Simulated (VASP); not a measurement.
# TeP2 (P6/mmm) in VASP: notebook

TeP2 is run at these levels: PBE; tasks: single point.

All numbers are computed with VASP 6.6.1; they aren't measurements. Logs are shortened: lines on timing, memory, paths and dates and some standing lists are left out, and cuts for length are marked.

## 1. The cell of the first run

Symmetry: P6/mmm, No. 191, hexagonal system. The conventional cell has a = 4.141 Å, b = 4.141 Å, c = 4.120 Å, α = 90.00°, β = 90.00°, γ = 120.00°. Te (site symmetry 6/mmm) has 12 P at 3.16 Å and 8 Te at 4.12 to 4.14 Å within 4.2 Å. P (site symmetry -6m2) has 3 P at 2.39 Å and 6 Te at 3.16 Å within 3.2 Å.

## 2. Single point, PBE

Input file INCAR:

```
PREC     = Accurate       # precision mode
ENCUT    = 520            # plane-wave cutoff, eV
EDIFF    = 1E-6           # SCF threshold, eV
ISMEAR   = 0              # smearing method
SIGMA    = 0.1            # smearing width, eV
LREAL    = F              # projectors in reciprocal space
LASPH    = T              # aspherical terms in the spheres
NELM     = 80             # most SCF steps
ALGO     = Normal         # electronic algorithm
ISIF     = 2              # what is computed and relaxed
LWAVE    = F              # write WAVECAR
LCHARG   = F              # write CHGCAR
GGA      = PE             # functional
NBANDS   = 15             # bands
```

Input file KPOINTS:

```
regular mesh
0
Gamma
  6 6 4
```

Input file POSCAR:

```
TeP2
1.0
    4.1410324725      0.0000000000      0.0000000000
   -2.0705162363      3.5862393191      0.0000000000
    0.0000000000      0.0000000000      4.1202395970
Te P
1 2
Direct
    0.0000000000      0.0000000000      0.0000000000
    0.3333333333      0.6666666667      0.5000000000
    0.6666666667      0.3333333333      0.5000000000
```

Potentials or basis: VASP PAW PBE potentials, release 64 (Te, P).

Started as:

```
> cat potpaw_PBE.64/Te/POTCAR potpaw_PBE.64/P/POTCAR > POTCAR
> mpirun -np 1 vasp_std > vasp.out
```

OUTCAR:

```text
PREC = Accurate
   ENCUT = 520
   EDIFF = 1E-6
   ISMEAR = 0
   LREAL = F
   LASPH = T
   NELM = 80
   ISIF = 2
   GGA = PE

 ion  position               nearest neighbor table
   1  0.000  0.000  0.000-   2 3.16   3 3.16   2 3.16   3 3.16   3 3.16   3 3.16   2 3.16   2 3.16
                             3 3.16   3 3.16   2 3.16   2 3.16
   2  0.333  0.667  0.500-   3 2.39   3 2.39   3 2.39   1 3.16   1 3.16   1 3.16   1 3.16   1 3.16
                             1 3.16
   3  0.667  0.333  0.500-   2 2.39   2 2.39   2 2.39   1 3.16   1 3.16   1 3.16   1 3.16   1 3.16
                             1 3.16

  LATTYP: Found a hexagonal cell.
 ALAT       =     4.1410324725
 C/A-ratio  =     0.9949788185

  Lattice vectors:

 A1 = (   4.1410324725,   0.0000000000,   0.0000000000)
 A2 = (  -2.0705162363,   3.5862393191,   0.0000000000)
 A3 = (   0.0000000000,   0.0000000000,   4.1202395970)

Analysis of symmetry for initial positions (statically):
=====================================================================
 Subroutine PRICEL returns:
 Original cell was already a primitive cell.

 Routine SETGRP: Setting up the symmetry group for a
 hexagonal supercell.

 Subroutine GETGRP returns: Found 24 space group operations
 (whereof 24 operations were pure point group operations)
 out of a pool of 24 trial point group operations.

The static configuration has the point symmetry D_6h.

Analysis of symmetry for dynamics (positions and initial velocities):
=====================================================================
 Subroutine PRICEL returns:
 Original cell was already a primitive cell.

 Routine SETGRP: Setting up the symmetry group for a
 hexagonal supercell.

 Subroutine GETGRP returns: Found 24 space group operations
 (whereof 24 operations were pure point group operations)
 out of a pool of 24 trial point group operations.

The dynamic configuration has the point symmetry D_6h.

 Subroutine INISYM returns: Found 24 space group operations
 (whereof 24 operations are pure point group operations),
 and found     1 'primitive' translations

----------------------------------------------------------------------------------------

                                     Primitive cell

  volume of cell :      61.1886

  direct lattice vectors                    reciprocal lattice vectors
     4.141032473  0.000000000  0.000000000     0.241485670  0.139421816  0.000000000
    -2.070516236  3.586239319  0.000000000     0.000000000  0.278843633  0.000000000
     0.000000000  0.000000000  4.120239597     0.000000000  0.000000000  0.242704332

  length of vectors
     4.141032473  4.141032473  4.120239597     0.278843633  0.278843633  0.242704332

  position of ions in fractional coordinates (direct lattice)
     0.000000000  0.000000000  0.000000000
     0.333333333  0.666666667  0.500000000
     0.666666667  0.333333333  0.500000000

  ion indices of the primitive-cell ions
   primitive index   ion index
                 1           1
                 2           2
                 3           3

----------------------------------------------------------------------------------------

 KPOINTS: regular mesh

Automatic generation of k-mesh.
 Grid dimensions read from file:
 generate k-points for:    6    6    4

 Generating k-lattice:

  Cartesian coordinates                     Fractional coordinates (reciprocal lattice)
     0.040247612  0.023236969  0.000000000     0.166666667  0.000000000  0.000000000
     0.000000000  0.046473939  0.000000000     0.000000000  0.166666667  0.000000000
     0.000000000  0.000000000  0.060676083     0.000000000  0.000000000  0.250000000

  Length of vectors
     0.046473939  0.046473939  0.060676083

  Shift w.r.t. Gamma in fractional coordinates (k-lattice)
     0.000000000  0.000000000  0.000000000

 Subroutine IBZKPT returns following result:
 ===========================================

 Found     21 irreducible k-points:

 Following reciprocal coordinates:
            Coordinates               Weight
  0.000000  0.000000  0.000000      1.000000
  0.166667  0.000000  0.000000      6.000000
  0.333333  0.000000  0.000000      6.000000
  0.500000  0.000000  0.000000      3.000000
  0.166667  0.166667  0.000000      6.000000
  0.333333  0.166667  0.000000     12.000000
[... 13 lines left out ...]
  0.333333  0.166667  0.500000     12.000000
  0.333333  0.333333  0.500000      2.000000
   k-points           NKPTS =     21   k-points in BZ     NKDIM =     21   number of bands    NBANDS=     15
   number of dos      NEDOS =    301   number of ions     NIONS =      3
   total plane-waves  NPLWV =  32768
   dimension x,y,z NGX =    32 NGY =   32 NGZ =   32
   dimension x,y,z NGXF=    64 NGYF=   64 NGZF=   64
   ions per type =               1   2
   NGX,Y,Z   is equivalent  to a cutoff of  12.85, 12.85, 12.91 a.u.
   NGXF,Y,Z  is equivalent  to a cutoff of  25.69, 25.69, 25.82 a.u.
 SYSTEM =  unknown system
   PREC   = accura    normal or accurate (medium, high low for compatibility)
   ISTART =      0    job   : 0-new  1-cont  2-samecut
   ICHARG =      2    charge: 1-file 2-atom 10-const
   ISPIN  =      1    spin polarized calculation?
   LNONCOLLINEAR =      F non collinear calculations
   LSORBIT =      F    spin-orbit coupling
   LASPH  =      T    aspherical Exc in radial PAW
   ENCUT  =  520.0 eV  38.22 Ry    6.18 a.u.   7.70  7.70  7.66*2*pi/ulx,y,z
   NELM   =     80;   NELMIN=  2; NELMDL= -5     # of ELM steps
   EDIFF  = 0.1E-05   stopping-criterion for ELM
   LREAL  =      F    real-space projection
   EDIFFG = 0.1E-04   stopping-criterion for IOM
   NSW    =      0    number of steps for IOM
   IBRION =     -1    ionic relax: 0-MD 1-quasi-New 2-CG
   NFREE  =      0    steps in history (QN), initial steepest desc. (CG)
   ISIF   =      2    stress and relaxation
   ISYM   =      2    0-nonsym 1-usesym 2-fastsym
   POTIM  = 0.5000    time-step for ionic-motion
   TEBEG  =    0.0;   TEEND  =   0.0 temperature during run
   PSTRESS=    0.0 pullay stress
   NELECT =      16.0000    total number of electrons
   NUPDOWN=      -1.0000    fix difference up-down
   EMIN   =  10.00;   EMAX   =-10.00  energy-range for DOS
   EFERMI =   0.00;   METHOD = LEGACY
   ISMEAR =     0;   SIGMA  =   0.10  broadening in eV -4-tet -1-fermi 0-gaus
   EFERMI_NEDOS =   21; number of points for ismear=-14 and -15
   IALGO  =     38    algorithm
   IMIX   =      4    mixing-type and parameters
     AMIX     =   0.40;   BMIX     =  1.00
     AMIX_MAG =   1.60;   BMIX_MAG =  1.00
  volume/ion in A,a.u.               =      20.40       137.64
  Fermi-wavevector in a.u.,A,eV,Ry     =   1.046867  1.978291 14.911030  1.095930
  Thomas-Fermi vector in A             =   2.181723
   LORBIT       =      0    0 simple, 1 ext, 2 COOP (PROOUT), +10 PAW based schemes
   GGA     = PE    functional components
   LHFCALC =     F    Hartree Fock is set to
   AEXX    =    0.0000 exact exchange contribution
   IVDW    =     0    specifies the selected vdW correction
   LEPSILON=     F    determine dielectric tensor
   LRPA    =     F    only Hartree local field effects (RPA)
 non-spin polarized calculation
 Gauss-broadening in eV      SIGMA  =   0.10
  energy-cutoff  :      520.00
  volume of cell :       61.19
 maximum number of plane-waves:      1677
 NGX is ok and might be reduce to    32
   NGX = 15   NGY = 15   NGZ = 15

 number of electron      16.0000000 magnetization

 Free energy of the ion-electron system (eV)
  ---------------------------------------------------
  ext. energy  EPLUGINS =         0.00000000
  ---------------------------------------------------
  free energy    TOTEN  =       -12.11816576 eV

  energy without entropy =      -12.10326221  energy(sigma->0) =      -12.11071398

 E-fermi :   8.1732     XC(G=0): -10.4609

 val. band max:        8.1612480141   @ k =   0.3333   0.1667   0.2500
 cond. band min:       8.1878623660   @ k =   0.3333   0.1667   0.0000
 fundamental gap:      0.0266143519
 Fermi energy:         8.1732100646

 k-point     1 :       0.0000    0.0000    0.0000
  band No.  band energies     occupation
      1      -6.9823      2.00000
      2      -1.2401      2.00000
      3       2.5402      2.00000
      4       2.8425      2.00000
      5       3.6314      2.00000
      6       3.6314      2.00000
      7       5.4747      2.00000
      8       5.4747      2.00000
      9      10.3943      0.00000
     10      10.4863      0.00000
     11      10.8258      0.00000
     12      11.7922      0.00000
     13      11.7922      0.00000
     14      15.6467      0.00000
     15      15.6467      0.00000

 k-point     2 :       0.1667    0.0000    0.0000
  band No.  band energies     occupation
      1      -6.6881      2.00000
      2      -1.4576      2.00000
      3       0.6672      2.00000
      4       2.9467      2.00000
      5       3.1493      2.00000
      6       4.5938      2.00000
      7       6.5148      2.00000
      8       6.6138      2.00000
      9       9.5199      0.00000
     10      10.1593      0.00000
     11      10.8099      0.00000
     12      11.5978      0.00000
     13      11.6214      0.00000
     14      14.7231      0.00000
     15      15.9483      0.00000
[... 311 lines left out ...]
      3      -2.1761      2.00000
      4       1.3650      2.00000
      5       2.2934      2.00000
      6       4.3217      2.00000
      7       5.8630      2.00000
      8       8.7826      0.00000
      9       8.8735      0.00000
     10      10.9420      0.00000
     11      11.4626      0.00000
     12      13.5651      0.00000
     13      15.6852      0.00000
     14      16.2691      0.00000
     15      18.1134      0.00000

 k-point    21 :       0.3333    0.3333    0.5000
  band No.  band energies     occupation
      1      -3.1335      2.00000
      2      -3.1335      2.00000
      3      -2.7929      2.00000
      4       0.5622      2.00000
      5       2.8047      2.00000
      6       2.8047      2.00000
      7       7.9700      1.99595
      8       9.1178      0.00000
      9       9.1178      0.00000
     10      10.5410      0.00000
     11      10.5410      0.00000
     12      14.9131      0.00000
     13      15.2670      0.00000
     14      16.7816      0.00000
     15      17.9655      0.00000

------------------------ aborting loop because EDIFF is reached ----------------------------------------

  FORCE on cell =-STRESS in cart. coord.  units (eV):
  Direction    XX          YY          ZZ          XY          YZ          ZX
  --------------------------------------------------------------------------------------
  -------------------------------------------------------------------------------------
  Total        0.0094572      0.0094572     -0.1251093     -0.0000000     -0.0000000      0.0000000
  in kB        0.2476291      0.2476291     -3.2758939     -0.0000000     -0.0000000      0.0000000
  external PRESSURE =      -0.9268786 kB  Pullay stress =       0.0000000 kB

 VOLUME and BASIS-vectors are now :
 -----------------------------------------------------------------------------
  energy-cutoff  :      520.00
  volume of cell :       61.19
      direct lattice vectors                 reciprocal lattice vectors
     4.141032473  0.000000000  0.000000000     0.241485670  0.139421816  0.000000000
    -2.070516236  3.586239319  0.000000000     0.000000000  0.278843633  0.000000000
     0.000000000  0.000000000  4.120239597     0.000000000  0.000000000  0.242704332

 POSITION                                       TOTAL-FORCE (eV/Angst)
 -----------------------------------------------------------------------------------
      0.00000      0.00000      0.00000         0.000000      0.000000      0.000000
     -0.00000      2.39083      2.06012         0.000000      0.000000      0.000000
      2.07052      1.19541      2.06012        -0.000000      0.000000      0.000000
 -----------------------------------------------------------------------------------
    total drift:                                0.000000     -0.000000      0.000000

  FREE ENERGIE OF THE ION-ELECTRON SYSTEM (eV)
  ---------------------------------------------------
  free  energy   TOTEN  =       -12.1181657594 eV

  energy  without entropy=      -12.1032622070  energy(sigma->0) =      -12.11071398
```

It took 7.9 s on 1 thread of AMD EPYC 9R45 (Zen 5), shared host; peak memory 0.15 GiB.

What came out:

| Item | Value |
| --- | --- |
| Free energy | -12.1182 eV |
| Pressure | -0.1 GPa |
| Band gap on the k mesh | zero (band 8 reaches 9.12 eV, above the bottom of band 9 at 6.50 eV) |

Stress tensor (GPa, compression positive):
```
 0.02  0.00  0.00
 0.00  0.02  0.00
 0.00  0.00 -0.33
```

Levels at points of the mesh, in eV from the Fermi level:
```csv
k point,band 6,band 7,band 8,band 9,band 10,band 11
"(0.00, 0.00, 0.00)",-4.54,-2.70,-2.70,2.22,2.31,2.65
"(0.50, 0.00, 0.00)",-2.58,-1.96,-1.58,0.31,1.03,3.83
"(0.00, 0.00, 0.50)",-2.11,-1.06,-0.89,-0.89,-0.27,-0.27
"(0.50, 0.00, 0.50)",-4.46,-2.02,-1.69,2.34,3.32,4.19
```

Caveat: the k points lie up to 0.38 Å⁻¹ apart; spin-orbit coupling is left out, which moves the levels of the heavy elements.

## 3. Single point, PBE

This run uses another cell than the first one, of 23.39 Å³/atom, 1.147 times its volume.

Input file INCAR:

```
PREC = Accurate
ENCUT = 520
EDIFF = 1E-7
ISMEAR = 0
SIGMA = 0.1
LREAL = F
LASPH = T
NELM = 100
ALGO = Normal
ISIF = 2
LWAVE = F
LCHARG = T
GGA = PE
LELF = T
LVHAR = T
NBANDS = 15
```

Input file KPOINTS:

```
Automatic mesh
0
Gamma
  6 6 4
```

Input file POSCAR:

```
TeP2
1.0
    4.2208014400      0.0000000000      0.0000000000
   -2.1104007200      3.6553212700      0.0000000000
    0.0000000000      0.0000000000      4.5488541900
Te P
1 2
Direct
    0.0000000000      0.0000000000      0.0000000000
    0.3333333300      0.6666666700      0.5000000000
    0.6666666700      0.3333333300      0.5000000000
```

Potentials or basis: VASP PAW PBE potentials, release 64 (Te, P).

Started as:

```
> cat potpaw_PBE.64/Te/POTCAR potpaw_PBE.64/P/POTCAR > POTCAR
> mpirun -np 1 vasp_std > vasp.out
```

Run time: 12 s. Hardware: 1 thread of AMD EPYC 9R45 (Zen 5), shared host; peak memory 0.16 GiB.

It converged, with:

- Free energy: -11.9106 eV
- Pressure: -5.7 GPa
- Band gap on the k mesh: zero (band 8 reaches 7.39 eV, above the bottom of band 9 at 4.73 eV)

Stress tensor (GPa, compression positive):
```
-5.22  0.00  0.00
 0.00 -5.22  0.00
 0.00  0.00 -6.68
```

Levels at points of the mesh, in eV from the Fermi level:
```
           k point  band 4  band 5  band 6  band 7  band 8  band 9  band 10  band 11  band 12  band 13
(0.00, 0.00, 0.00)   -4.92   -3.98   -3.98   -1.67   -1.67    2.11     2.18     2.94     2.94     3.22
(0.50, 0.00, 0.00)   -5.33   -2.41   -2.36   -1.99   -1.58    0.18     0.93     3.89     4.56     5.57
(0.00, 0.00, 0.50)   -3.89   -3.89   -2.18   -0.86   -0.35   -0.35     0.31     0.31     1.40     5.28
(0.50, 0.00, 0.50)   -5.17   -4.89   -3.70   -1.30   -1.09    1.84     2.34     4.04     4.67     7.60
```

Caveat: spin-orbit coupling is left out, which moves the levels of the heavy elements.
